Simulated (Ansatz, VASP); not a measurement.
Two plane-wave programs on W2Br3

```xyz
10
Lattice="7.6350 0.0000 0.0000 0.0000 2.9639 0.0000 -0.2461 0.0000 13.2293" Properties=species:S:1:pos:R:3 pbc="T T T"
W     3.3044    1.4819   10.8094
W     0.1950    1.4819    4.3931
W    -0.0300    1.4819    9.0606
W     3.8264    1.4819    2.0593
Br    0.8537    1.4819   11.3941
Br    5.3545    1.4819    4.0372
Br    4.5208    1.4819   12.9805
Br    0.8945    1.4819    6.7627
Br    5.1008    1.4819    9.0877
Br    1.3491    1.4819    2.1763
```

Change from the starting cell: the structure that the rattled cell fell into.

Alike in both runs: task single point; functional PBE; k mesh 2 × 6 × 2; occupations gaussian, width 0.1 eV; no spin polarisation.

|  | VASP | Ansatz |
| --- | --- | --- |
| version | VASP 6.6.1 | Ansatz 0.2.0 |
| potentials or method | VASP PAW PBE potentials, release 64 (W_sv, Br), cutoff 520 eV | scalar-relativistic, plane waves, PAW |
| valence electrons in the cell | 98 | 98 |

VASP gave:

| Item | Value |
| --- | --- |
| gap on the k mesh at the Fermi level (eV) | none |
| pressure (GPa) | -1.5 |
| traceless stress, the component that is largest in VASP (GPa) | 1.50 |
| rms of the force components (eV/Å) | 0.170 |

**Question.** What did Ansatz give for the same quantities?

**Answer.** gap on the k mesh at the Fermi level (eV): none; pressure (GPa): -1.6; traceless stress, the component that is largest in VASP (GPa): 1.54; rms of the force components (eV/Å): 0.168.

Atom by atom the forces differ by 0.008 eV/Å (rms over components). A gap of «none» marks a metal or a gap that the smearing closes.

The k mesh is coarse, so the values compare programs but aren't converged. Spin-orbit coupling is off throughout.
